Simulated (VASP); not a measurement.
Input of a VASP 6.6.1 run:

File INCAR:

```
SYSTEM = C8O
PREC = Accurate
ENCUT = 520
EDIFF = 1E-6
ISMEAR = 0
SIGMA = 0.1
LREAL = .False.
LASPH = .True.
NELM = 100
ALGO = Fast
ISIF = 2
LWAVE = .False.
LCHARG = .True.
LDIPOL = .True.
IDIPOL = 3
DIPOL = 0.5 0.5 0.500
GGA = PE
IVDW = 12
LELF = .True.
LVHAR = .True.
LVACPOTAV = .True.
NBANDS = 29
```

The input KPOINTS:

```
Automatic mesh
0
Gamma
  12 12 1
  0 0 0
```

The input POSCAR:

```
C8O
1.0
    2.4655379958      0.0000000000      0.0000000000
   -1.2327689979      2.1341461202      0.0000000000
    0.0000000000      0.0000000000     29.1985170553
C O
8 1
Direct
    0.0833101793      0.1666203587      0.2911106747
    0.4166898206      0.8333796413      0.2911106747
    0.5833101794      0.1666203587      0.4075389574
    0.9166898206      0.8333796413      0.4075389574
    0.0832181754      0.1664363508      0.5249389312
    0.4167818246      0.8335636492      0.5249389312
    0.5834116348      0.1668232695      0.7179806853
    0.9165883652      0.8331767305      0.7179806853
    0.2500000000      0.5000000000      0.6176339708
```

Potentials or basis: VASP PAW PBE potentials, release 64 (C, O).

Launch:

```bash
$ cat potpaw_PBE.64/C/POTCAR potpaw_PBE.64/O/POTCAR > POTCAR
$ mpirun -np 1 vasp_std > vasp.out
```

(1) What does it give for the band gap on the k mesh?

(2) Estimate the dispersion energy per atom.

(3) Estimate the largest force.

Results:

(1) zero (bands 19 and 20 overlap by 1.65 eV).

(2) -0.129 eV.

(3) 0.048 eV/Å.
